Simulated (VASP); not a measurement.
Input of a VASP 6.6.1 run:

File INCAR:

```
SYSTEM = LiZn
  PREC = Accurate
  ENCUT = 600
  EDIFF = 1E-7
  ISMEAR = 1
  SIGMA = 0.02
  LREAL = .False.
  LASPH = .True.
  NELM = 80
  ALGO = Normal
  ISIF = 3
  LWAVE = .False.
  LCHARG = .False.
  GGA = PS
  IBRION = 2
  NSW = 80
  EDIFFG = -0.01
```

KPOINTS

```
regular mesh
0
Gamma
  6 6 6
  0 0 0
```

POSCAR

```
LiZn
1.0
    0.0000000000      3.1170000000      3.1170000000
    3.1170000000      0.0000000000      3.1170000000
    3.1170000000      3.1170000000      0.0000000000
Li Zn
2 2
Direct
    0.0000000000      0.0000000000      0.0000000000
    0.2500000000      0.2500000000      0.2500000000
    0.5000000000      0.5000000000      0.5000000000
    0.7500000000      0.7500000000      0.7500000000
```

Potentials or basis: VASP PAW PBE potentials, release 64 (Li_sv, Zn).

Command:

```console
$ cat potpaw_PBE.64/Li_sv/POTCAR potpaw_PBE.64/Zn/POTCAR > POTCAR
$ mpirun -np 1 vasp_std > vasp.out
```

(1) What does it give for the relaxed volume?

(2) Predict the space group after relaxing (to 0.05 Å).

(3) Estimate the relaxed cell.

Answers

(1) 14.00 Å³/atom.

(2) Fd-3m (No. 227).

(3) a = 4.295 Å, b = 4.295 Å, c = 4.295 Å, α = 60.00°, β = 60.00°, γ = 60.00°.

Caveat: the cutoff is under 1.25 times the usual one of these potentials, so pressure, stress and relaxed cells hold a basis-set (Pulay) error; the PAW data sets were made with another functional, which shifts forces and pressure a little.
